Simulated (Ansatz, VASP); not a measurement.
Two plane-wave programs on Ga3SbN2

```xyz
6
Lattice="5.8397 0.0000 0.0000 -2.9199 5.0573 0.0000 0.0000 0.0000 2.9547" Properties=species:S:1:pos:R:3 pbc="T T T"
Ga    2.9199    0.0000    1.4774
Ga    1.4599    2.5287    1.4774
Ga   -1.4599    2.5287    1.4774
Sb    0.0000    0.0000    0.0000
N     0.0000    3.3716    0.0000
N     2.9199    1.6858    0.0000
```

Change from the starting cell: species swapped into the DyB2Ru3 type (P6/mmm, No. 191).

Alike in both runs: functional PBE; k mesh 6 × 6 × 12; occupations gaussian, width 0.1 eV; no spin polarisation.

Ansatz relaxed the structure, and its values are those at the end. VASP's run is a single point on that final structure, the one shown.

```csv
,VASP,Ansatz
version,VASP 6.6.1,Ansatz 0.2.0
potentials or method,"VASP PAW PBE potentials, release 64 (Ga_d, Sb, N), cutoff 520 eV","scalar-relativistic, plane waves, PAW"
valence electrons in the cell,54,64
```

|  | VASP | Ansatz | Ansatz less VASP |
| --- | --- | --- | --- |
| gap on the k mesh at the Fermi level (eV) | none | none | - |
| pressure (GPa) | 0.2 | 0.0 | -0.22 |

A gap of «none» marks a metal or a gap that the smearing closes. VASP's potentials hold 54 valence electrons a cell and Ansatz's 64, so a difference there can come from the potentials and not from the codes.

Neither program's run includes spin-orbit coupling.
